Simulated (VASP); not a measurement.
A run of VASP 6.6.1 is set up as follows.

File INCAR:

```
SYSTEM = W8AuC8
PREC = Accurate
ENCUT = 520
EDIFF = 1E-6
ISMEAR = 0
SIGMA = 0.1
LREAL = .FALSE.
LASPH = .TRUE.
NELM = 120
ALGO = Normal
ISIF = 2
LWAVE = .FALSE.
LCHARG = .FALSE.
GGA = PS
NBANDS = 92
GGA_COMPAT = .FALSE.
NELMDL = -8
```

File KPOINTS:

```
regular mesh
0
G
  5 5 1
  0 0 0
```

File POSCAR:

```
W8AuC8
1.0
    5.7102600000      0.0000000000      0.0000000000
   -2.8551300000      4.9452300000      0.0000000000
    0.0000000000      0.0000000000     15.2045300000
W C Au
8 8 1
Direct
    0.0000000000      0.0000000000      0.0657698725
   -0.0005209913     -0.0001071740      0.2540873674
    0.0000000000      0.5000000000      0.0657698725
   -0.0011753745      0.4994348089      0.2541591223
    0.5000000000      0.0000000000      0.0657698725
    0.5008774338      0.0014519042      0.2527275095
    0.5000000000      0.5000000000      0.0657698725
    0.5007174891      0.4989674899      0.2521195328
    0.3329981897      0.1663627374      0.1521712937
    0.3379821491      0.1688259191      0.3269273039
    0.3330823043      0.6664759779      0.1537889695
    0.3348753582      0.6677669188      0.3343649557
    0.8332362404      0.1671204373      0.1527881493
    0.8335875865      0.1665055013      0.3286680351
    0.8331864064      0.6662523280      0.1527551328
    0.8329347624      0.6667661565      0.3288761310
    0.4480902710      0.6882709197      0.4547847911
```

Potentials or basis: VASP PAW PBE potentials, release 64 (W_sv, C, Au).

Run with:

```sh
$ cat potpaw_PBE.64/W_sv/POTCAR potpaw_PBE.64/C/POTCAR potpaw_PBE.64/Au/POTCAR > POTCAR
$ mpirun -np 1 vasp_std > vasp.out
```

(1) Estimate the band gap on the k mesh.

(2) Predict the largest force.

Results:

(1) zero (an odd number of electrons rules out a gap without spin polarisation).

(2) 0.172 eV/Å.

Caveat: the PAW data sets were made with another functional, which shifts forces and pressure a little; spin-orbit coupling is left out, which moves the levels of the heavy elements.
